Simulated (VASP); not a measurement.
Here is a VASP 6.6.1 calculation.

Contents of POSCAR:

```
SnO
1.0
    0.0000000000      2.7082147278      2.7082147278
    2.7082147278      0.0000000000      2.7082147278
    2.7082147278      2.7082147278      0.0000000000
Sn O
1 1
Direct
    0.0000000000      0.0000000000      0.0000000000
    0.2500000000      0.2500000000      0.2500000000
```

INCAR.step1

```
ALGO = Normal
EDIFF = 1E-5
ENCUT = 660
GGA = PE
GGA_COMPAT = False
ISMEAR = 0
LASPH = True
LCHARG = False
LREAL = False
LWAVE = True
NBANDS = 17
NELM = 120
PREC = Accurate
SIGMA = 0.5
```

File INCAR.step2:

```
ALGO = Normal
EDIFF = 1E-6
ENCUT = 660
GGA_COMPAT = False
ISIF = 2
ISMEAR = 0
ISTART = 1
LASPH = True
LCHARG = False
LMIXTAU = True
LREAL = False
LWAVE = False
METAGGA = R2SCAN
NBANDS = 17
NELM = 120
PREC = Accurate
SIGMA = 0.5
```

The input KPOINTS:

```
k-points
0
Gamma
  6 6 6
```

Potentials or basis: VASP PAW PBE potentials, release 64 (Sn_d, O).

Run with:

```sh
$ cat potpaw_PBE.64/Sn_d/POTCAR potpaw_PBE.64/O/POTCAR > POTCAR
$ cp INCAR.step1 INCAR
$ mpirun -np 1 vasp_std > vasp.out
$ cp INCAR.step2 INCAR
$ mpirun -np 1 vasp_std > vasp.out
```

(1) Estimate the pressure.

(2) Predict the band gap on the k mesh.

Answers

(1) -0.1 GPa.

(2) zero (bands 10 and 11 overlap by 0.14 eV).

Caveat: so wide a smearing shifts energies and pressures; semilocal functionals underestimate gaps, so a narrow gap can read as zero; the PAW data sets were made with another functional, which shifts forces and pressure a little; spin-orbit coupling is left out, which moves the levels of the heavy elements.
